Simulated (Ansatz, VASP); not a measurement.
SnO2: VASP beside Ansatz

```
Sn O
1.0
     4.78800    0.00000    0.00000
     0.00000    4.86658    0.00000
     0.00000    0.00000    3.24090
Sn O
2 4
Direct
  0.50000 0.50000 0.50000
  0.00000 0.00000 0.00000
  0.29185 0.32104 0.00000
  0.79185 0.17896 0.50000
  0.20814 0.82104 0.50000
  0.70815 0.67896 0.00000
```

Alike in both runs: task single point; functional PBEsol; k mesh 4 × 4 × 6; no spin polarisation.

|  | VASP | Ansatz |
| --- | --- | --- |
| version | VASP 6.6.1 | Ansatz 0.2.0 |
| potentials or method | VASP PAW PBE potentials, release 64 (Sn_d, O) | plane waves, PAW |
| plane-wave cutoff (eV) | 520 | 420 |
| occupations | gaussian, width 0.01 eV | fixed |
| valence electrons in the cell | 52 | 52 |

VASP gave:

```
gap on the k mesh at the Fermi level (eV) : 0.72
```

Question: What did Ansatz give for the same quantities?

Answer: gap on the k mesh at the Fermi level (eV): 0.73.

VASP's potentials were made for PBE, not for PBEsol.
